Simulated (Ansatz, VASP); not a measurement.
# One calculation of Pt, two programs

File INCAR:

```
ALGO     = Normal         # electronic algorithm
EDIFF    = 1E-6           # SCF threshold, eV
EDIFFG   = -0.005         # ionic threshold
ENCUT    = 600            # plane-wave cutoff, eV
GGA      = CA             # functional
IBRION   = 2              # ionic algorithm
ISIF     = 3              # what is computed and relaxed
ISMEAR   = 0              # smearing method
LASPH    = True           # aspherical terms in the spheres
LCHARG   = False          # write CHGCAR
LREAL    = False          # projectors in reciprocal space
LWAVE    = False          # write WAVECAR
NELM     = 100            # most SCF steps
NSW      = 100            # ionic steps
PREC     = Accurate       # precision mode
SIGMA    = 0.1            # smearing width, eV
```

File KPOINTS:

```
k-points
0
Gamma
  18 18 18
```

File POSCAR:

```
Pt
1.0
    0.0000000000      1.9457172374      1.9457172374
    1.9457172374      0.0000000000      1.9457172374
    1.9457172374      1.9457172374      0.0000000000
Pt
1
Direct
    0.0000000000      0.0000000000      0.0000000000
```

Input for Ansatz:

```yaml
crystal:
  lattice:
    - [0.0, 1.9457172375, 1.9457172375]
    - [1.9457172375, 0.0, 1.9457172375]
    - [1.9457172375, 1.9457172375, 0.0]
  atoms:
    - { symbol: Pt, position: [0.0, 0.0, 0.0] }
basis:
  ecutwfc: 420
kpoints:
  mp_grid: { grid: [18, 18, 18] }
hamiltonian:
  xc: lda
scf:
  occupations: { method: gaussian, width: 0.1 }
output:
  forces: true
  stress: true
  eigenvalues: true
relax:
  adjacent_minimum: "off"
  f_tol: 0.005
  max_steps: 80
  cell: { stress_tol: 0.05 }
```

Alike in both runs: task relaxation of cell and atoms; functional LDA; k mesh 18 × 18 × 18; occupations gaussian, width 0.1 eV; no spin polarisation.

|  | VASP | Ansatz |
| --- | --- | --- |
| version | VASP 6.6.1 | Ansatz 0.2.0 |
| potentials or method | VASP PAW LDA potentials, release 64 (Pt), cutoff 600 eV | scalar-relativistic, plane waves, PAW |
| valence electrons in the cell | 10 | 18 |

Ansatz gave:

| Property | Result |
| --- | --- |
| gap on the k mesh at the Fermi level, each at its own relaxed structure (eV) | none |
| relaxed volume (Å³/atom) | 14.76 |
| relaxed cell length with the largest relative difference (Å) | 2.753 |

Problem. Which values does VASP return?

Solution. gap on the k mesh at the Fermi level, each at its own relaxed structure (eV): none; relaxed volume (Å³/atom): 14.80; relaxed cell length with the largest relative difference (Å): 2.756.

LDA's correlation is that of Perdew and Zunger in VASP and of Perdew and Wang (1992) in Ansatz. A gap of «none» marks a metal or a gap that the smearing closes. VASP's potentials hold 10 valence electrons a cell and Ansatz's 18, so a difference there can come from the potentials and not from the codes.

Neither program's run includes spin-orbit coupling.
